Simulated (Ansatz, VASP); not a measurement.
## One calculation of GaP, two programs

```
Ga P
1.0
     0.00000    2.72525    2.72525
     2.72525    0.00000    2.72525
     2.72525    2.72525    0.00000
Ga P
1 1
Cartesian
  0.0000 0.0000 0.0000
  4.0879 4.0879 4.0879
```

Alike in both runs: task relaxation of cell and atoms; functional PBE; k mesh 8 × 8 × 8; occupations fermi-dirac, width 0.05 eV; no spin polarisation.

```csv
,VASP,Ansatz
version,VASP 6.6.1,Ansatz 0.2.0
potentials or method,"VASP PAW PBE potentials, release 64 (Ga_h, P_h)",Ansatz PAW
plane-wave cutoff (eV),980,420
valence electrons in the cell,18,18
```

|  | VASP | Ansatz | Ansatz less VASP |
| --- | --- | --- | --- |
| gap on the k mesh at the Fermi level, each at its own relaxed structure (eV) | 1.58 | 1.58 | +0.003 |
| relaxed volume (Å³/atom) | 20.86 | 20.85 | -0.006 |
| relaxed cell length with the largest relative difference (Å) | 3.893 | 3.893 | -0.0004 |

Noted on Ansatz's run: the plane-wave basis is chosen anew once the cell has moved, so the energies of steps on either side of that aren't comparable.
